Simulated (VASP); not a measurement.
Write the native input for VASP 6.6.1 that does the following.

```yaml
Task: relaxation of cell and atoms
Functional: B3LYP
Potentials_or_basis: VASP PAW PBE potentials, release 64 (Hf_pv)
Cutoff: 600 eV
k_mesh: 5 × 5 × 5
Occupations: fermi-dirac, width 0.05 eV
Spin: no spin polarisation
Dipole_correction: no
Grid_for_exact_exchange_PRECFOCK: Normal
Further_INCAR_settings: ALGO = Normal; EDIFF = 1e-06; IBRION = 2; EDIFFG = -0.01; NSW = 60; ISIF = 3
```

Hf:

```
CELL_PARAMETERS angstrom
-1.80500 1.80500 1.80500
1.80500 -1.80500 1.80500
1.80500 1.80500 -1.80500
ATOMIC_POSITIONS crystal
Hf 0.00000 0.00000 0.00000
```

These files were run (other wordings do the same):

POSCAR

```
Hf
1.0
   -1.8050000000      1.8050000000      1.8050000000
    1.8050000000     -1.8050000000      1.8050000000
    1.8050000000      1.8050000000     -1.8050000000
Hf
1
Direct
    0.0000000000      0.0000000000      0.0000000000
```

INCAR.step1

```
SYSTEM = Hf
  PREC = Accurate
  ENCUT = 600
  EDIFF = 1E-5
  ISMEAR = -1
  SIGMA = 0.05
  LREAL = .FALSE.
  LASPH = .TRUE.
  NELM = 60
  ALGO = Normal
  LWAVE = .TRUE.
  LCHARG = .FALSE.
  GGA = PE
  NBANDS = 11
```

INCAR.step2

```
SYSTEM = Hf
  PREC = Accurate
  ENCUT = 600
  EDIFF = 1E-6
  ISMEAR = -1
  SIGMA = 0.05
  LREAL = .FALSE.
  LASPH = .TRUE.
  NELM = 60
  ALGO = Normal
  ISIF = 3
  LWAVE = .FALSE.
  LCHARG = .FALSE.
  GGA = B3
  LHFCALC = .TRUE.
  AEXX = 0.2
  AGGAX = 0.72
  AGGAC = 0.81
  ALDAC = 0.19
  PRECFOCK = Normal
  IBRION = 2
  NSW = 60
  EDIFFG = -0.01
  ISTART = 1
```

KPOINTS

```
Automatic mesh
0
G
  5 5 5
  0 0 0
```

Potentials or basis: VASP PAW PBE potentials, release 64 (Hf_pv).

The run is started by

```sh
$ cat potpaw_PBE.64/Hf_pv/POTCAR > POTCAR
$ cp INCAR.step1 INCAR
$ mpirun -np 1 vasp_std > vasp.out
$ cp INCAR.step2 INCAR
$ mpirun -np 1 vasp_std > vasp.out
```

It gave:

```
Relaxed volume                         : 22.37 Å³/atom
Relaxed cell                           : a = 3.074 Å, b = 3.074 Å, c = 3.074 Å, α = 109.47°, β = 109.47°, γ = 109.47°
Space group after relaxing (to 0.05 Å) : Im-3m (No. 229)
Energy gained by relaxing              : 20.3 meV/atom
Ionic steps                            : 4
Pressure after relaxing                : -0.1 GPa
Band gap on the k mesh                 : zero (band 5 reaches 7.03 eV, above the bottom of band 6 at 3.64 eV)
```

Caveat: the k points lie up to 0.50 Å⁻¹ apart in the final cell; the PAW data sets were made with another functional, which shifts forces and pressure a little; spin-orbit coupling is left out, which moves the levels of the heavy elements.

It took 12 min on 1 thread of Intel(R) Xeon(R) Platinum 8488C (Sapphire Rapids) (shared host), peak memory 0.18 GiB.
